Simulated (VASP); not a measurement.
Set up this calculation in VASP 6.6.1, as the native input.

```yaml
Task: relaxation of cell and atoms
Functional: r2SCAN
Potentials_or_basis: VASP PAW PBE potentials, release 64 (Nb_sv)
Cutoff: 550 eV
k_mesh: 13 × 13 × 13
Occupations: fermi-dirac, width 0.1 eV
Spin: no spin polarisation
Dipole_correction: no
Further_INCAR_settings: ALGO = Normal; EDIFF = 1e-07; IBRION = 2; EDIFFG = -0.01; NSW = 80; ISIF = 3
```

The system is Nb.

```
Nb
1.0
    -1.66395    1.66395    1.66395
     1.66395   -1.66395    1.66395
     1.66395    1.66395   -1.66395
Nb
1
Direct
  0.00000 0.00000 0.00000
```

One way to write it, as run:

POSCAR

```
Nb
1.0
   -1.6639500000      1.6639500000      1.6639500000
    1.6639500000     -1.6639500000      1.6639500000
    1.6639500000      1.6639500000     -1.6639500000
Nb
1
Direct
    0.0000000000      0.0000000000      0.0000000000
```

INCAR.step1

```
  PREC = Accurate
  ENCUT = 550
  ISMEAR = -1
  SIGMA = 0.1
  LREAL = F
  LASPH = T
  NELM = 120
  GGA = PE
  ALGO = Normal
  EDIFF = 1E-5
  LWAVE = T
  LCHARG = F
  GGA_COMPAT = F
  IBRION = 2
  ISIF = 3
  EDIFFG = -0.005
  NELMIN = 4
  NSW = 100
```

INCAR.step2

```
  PREC = Accurate
  ENCUT = 550
  EDIFF = 1E-7
  ISMEAR = -1
  SIGMA = 0.1
  LREAL = F
  LASPH = T
  NELM = 120
  ALGO = Normal
  ISIF = 3
  LWAVE = F
  LCHARG = F
  METAGGA = R2SCAN
  LMIXTAU = T
  IBRION = 2
  NSW = 80
  EDIFFG = -0.01
  ISTART = 1
  GGA_COMPAT = F
  NELMIN = 4
```

KPOINTS

```
regular mesh
0
Gamma
  13 13 13
```

Potentials or basis: VASP PAW PBE potentials, release 64 (Nb_sv).

Launch:

```bash
$ cat potpaw_PBE.64/Nb_sv/POTCAR > POTCAR
$ cp INCAR.step1 INCAR
$ mpirun -np 1 vasp_std > vasp.out
$ cp INCAR.step2 INCAR
$ mpirun -np 1 vasp_std > vasp.out
```

Results of the run:

The relaxed volume is 18.00 Å³/atom and the relaxed cell is a = 2.859 Å, b = 2.859 Å, c = 2.859 Å, α = 109.47°, β = 109.47°, γ = 109.47°. The space group after relaxing (to 0.1 Å) is Im-3m (No. 229) and the energy gained by relaxing is 5.5 meV/atom. The ionic steps are 3, the pressure after relaxing is 0.0 GPa and the band gap on the k mesh is zero (an odd number of electrons rules out a gap without spin polarisation).

Caveat: the PAW data sets were made with another functional, which shifts forces and pressure a little.

It took 3.2 min on 1 thread of Intel(R) Xeon(R) Platinum 8488C (Sapphire Rapids) (shared host), peak memory 0.16 GiB.
